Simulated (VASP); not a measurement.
The system is Si3Br.

```
CELL_PARAMETERS angstrom
3.14493 0.00000 0.00000
-1.57246 2.72359 0.00000
0.00000 0.00000 9.79698
ATOMIC_POSITIONS crystal
Si 0.00000 0.00000 0.00000
Si 0.66667 0.33333 0.76162
Si 0.66667 0.33333 0.23838
Br 0.00000 0.00000 0.50000
```

```yaml
Program: VASP 6.6.1
Task: relaxation of cell and atoms
Functional: PBE
Potentials_or_basis: VASP PAW PBE potentials, release 64 (Si, Br)
Cutoff: 600 eV
k_mesh: 6 × 6 × 2
Occupations: gaussian, width 0.1 eV
Spin: no spin polarisation
```

At the start: pressure -5.8 GPa; volume 20.98 Å³/atom.

Problem. How do energy, volume and symmetry change on relaxing?

Solution. Over 15 steps the energy falls by 442.8 meV/atom and the volume is 19.83 Å³/atom (-5.5 %); space group P-6m2 (No. 187, to 0.05 Å).

The path:
```
step  energy change (eV)  largest force (eV/Å)  pressure (GPa)  volume (Å³)
   1              0.0000                0.5715           -5.83        83.92
   2             -0.4044                0.4955           -2.25        74.94
   3             -0.5621                0.5307            4.04        67.81
   4             -0.7249                0.0145            8.31        65.95
   5             -0.7361                0.1464            9.26        65.61
   6             -1.0444                0.5196            5.05        69.80
   7             -1.4530                1.1754           -4.18        82.58
   8             -1.4518                1.2166           -3.39        80.72
   9             -1.6004                1.1317           -3.12        82.37
  10             -1.6054                0.8468           -1.94        83.12
  11             -1.6167                0.9964           -2.54        82.77
  12             -1.7323                0.3587           -0.17        79.66
  13             -1.7466                0.0566            1.19        78.21
  14             -1.7709                0.0339            0.31        79.21
  15             -1.7711                0.0396            0.21        79.34
```

Final structure:
```cif
data_structure
_symmetry_space_group_name_H-M 'P 1'
_symmetry_Int_Tables_number 1
_cell_length_a 3.5511
_cell_length_b 3.5511
_cell_length_c 7.2647
_cell_angle_alpha 90.000
_cell_angle_beta 90.000
_cell_angle_gamma 120.000
_cell_volume 79.34
loop_
_atom_site_label
_atom_site_type_symbol
_atom_site_fract_x
_atom_site_fract_y
_atom_site_fract_z
_atom_site_occupancy
Si1 Si 0.00000 0.00000 0.00000 1
Si2 Si 0.66667 0.33333 0.80776 1
Si3 Si 0.66667 0.33333 0.19224 1
Br1 Br 0.00000 0.00000 0.50000 1
```

Caveat: the k points lie up to 0.43 Å⁻¹ apart in the final cell; an odd number of electrons without spin polarisation forces a metal; a magnetic or distorted state may lie lower.
